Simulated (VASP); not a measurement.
Wanted: the native input for a VASP 6.6.1 run.

```
Task                               : single point
Functional                         : HSE06
Potentials or basis                : VASP PAW PBE potentials, release 64 (C)
Cutoff                             : 520 eV
k mesh                             : 9 × 9 × 4
Occupations                        : gaussian, width 0.01 eV
Spin                               : no spin polarisation
Dipole correction                  : no
Grid for exact exchange (PRECFOCK) : Normal
Further INCAR settings             : ALGO = Normal; EDIFF = 1e-06; NBANDS = 16
Share of exact exchange            : 0.25
Screening parameter                : 0.2079 1/Å
```

C:

```
CELL_PARAMETERS angstrom
2.50320 0.00000 0.00000
-1.25160 2.16783 0.00000
0.00000 0.00000 4.16887
ATOMIC_POSITIONS crystal
C 0.33333 0.66667 0.00023
C 0.66667 0.33333 0.50023
C 0.33333 0.66667 0.37477
C 0.66667 0.33333 0.87477
```

One way to write it, as run:

POSCAR

```
C
1.0
    2.5031953718      0.0000000000      0.0000000000
   -1.2515976859      2.1678307826      0.0000000000
    0.0000000000      0.0000000000      4.1688692921
C
4
Direct
    0.3333333333      0.6666666667      0.0002313166
    0.6666666667      0.3333333333      0.5002313166
    0.3333333333      0.6666666667      0.3747686834
    0.6666666667      0.3333333333      0.8747686834
```

INCAR.step1

```
SYSTEM = C
ALGO = Normal
EDIFF = 1E-5
ENCUT = 520
GGA = PE
ISIF = 2
ISMEAR = 0
LASPH = .TRUE.
LCHARG = .FALSE.
LREAL = .FALSE.
LWAVE = .TRUE.
NBANDS = 16
NELM = 80
PREC = Accurate
SIGMA = 0.01
```

INCAR.step2

```
SYSTEM = C
ALGO = Normal
EDIFF = 1E-6
ENCUT = 520
GGA = PE
HFSCREEN = 0.2079
ISIF = 2
ISMEAR = 0
ISTART = 1
LASPH = .TRUE.
LCHARG = .FALSE.
LHFCALC = .TRUE.
LREAL = .FALSE.
LWAVE = .FALSE.
NBANDS = 16
NELM = 80
PREC = Accurate
PRECFOCK = Normal
SIGMA = 0.01
```

KPOINTS

```
k-points
0
G
  9 9 4
  0 0 0
```

Potentials or basis: VASP PAW PBE potentials, release 64 (C).

Run with:

```sh
$ cat potpaw_PBE.64/C/POTCAR > POTCAR
$ cp INCAR.step1 INCAR
$ mpirun -np 1 vasp_std > vasp.out
$ cp INCAR.step2 INCAR
$ mpirun -np 1 vasp_std > vasp.out
```

It gave:

- Pressure: -4.9 GPa
- Band gap on the k mesh: 4.37 eV (least direct gap 6.33 eV)

Caveat: the cell stands under tension; the PAW data sets were made with another functional, which shifts forces and pressure a little; an odd mesh through Γ misses points on the zone boundary, where band edges can lie.

Run time: 52 min on 1 thread of Oxide Virtual Turin-like Processor, on a shared host, peak memory 0.21 GiB.
